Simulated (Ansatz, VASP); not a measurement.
Mg: VASP beside Ansatz

```xyz
1
Lattice="0.0000 2.2165 2.2165 2.2165 0.0000 2.2165 2.2165 2.2165 0.0000" Properties=species:S:1:pos:R:3 pbc="T T T"
Mg    0.0000    0.0000    0.0000
```

Alike in both runs: functional LDA; k mesh 16 × 16 × 16; occupations fermi-dirac, width 0.05 eV; no spin polarisation.

Ansatz relaxed the structure, and its values are those at the end. VASP's run is a single point on that final structure, the one shown.

```csv
,VASP,Ansatz
version,VASP 6.6.1,Ansatz 0.2.0
potentials or method,"VASP PAW LDA potentials, release 64 (Mg)","PAW with Ansatz's default frozen-core files, scalar-relativistic"
plane-wave cutoff (eV),520,420
valence electrons in the cell,2,10
```

Ansatz gave:

| Quantity | Value |
| --- | --- |
| pressure (GPa) | 0.0 |

**Question.** Which values does VASP return?

**Answer.** Pressure (GPa): -0.3.

LDA's correlation is that of Perdew and Zunger in VASP and of Perdew and Wang (1992) in Ansatz. VASP's potentials hold 2 valence electrons a cell and Ansatz's 10, so a difference there can come from the potentials and not from the codes.
